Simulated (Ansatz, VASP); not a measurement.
# TaN: VASP beside Ansatz

```xyz
2
Lattice="0.0000 2.1926 2.1926 2.1926 0.0000 2.1926 2.1926 2.1926 0.0000" Properties=species:S:1:pos:R:3 pbc="T T T"
Ta    2.1926    2.1926    2.1926
N     0.0000    0.0000    0.0000
```

Alike in both runs: functional PBE; dispersion D3(BJ); k mesh 16 × 16 × 16; occupations gaussian, width 0.1 eV; no spin polarisation.

Ansatz relaxed the structure, and its values are those at the end. VASP's run is a single point on that final structure, the one shown.

|  | VASP | Ansatz |
| --- | --- | --- |
| version | VASP 6.6.1 | Ansatz 0.2.0 |
| potentials or method | VASP PAW PBE potentials, release 64 (Ta_pv, N), cutoff 520 eV | scalar-relativistic, plane waves, PAW |
| valence electrons in the cell | 16 | 18 |

VASP gave:

```
gap on the k mesh at the Fermi level (eV) : none
pressure (GPa)                            : 0.9
```

Task: What did Ansatz give for the same quantities?

Result: gap on the k mesh at the Fermi level (eV): none; pressure (GPa): 0.0.

A gap of «none» marks a metal or a gap that the smearing closes. VASP's potentials hold 16 valence electrons a cell and Ansatz's 18, so a difference there can come from the potentials and not from the codes.

Spin-orbit coupling is off throughout.
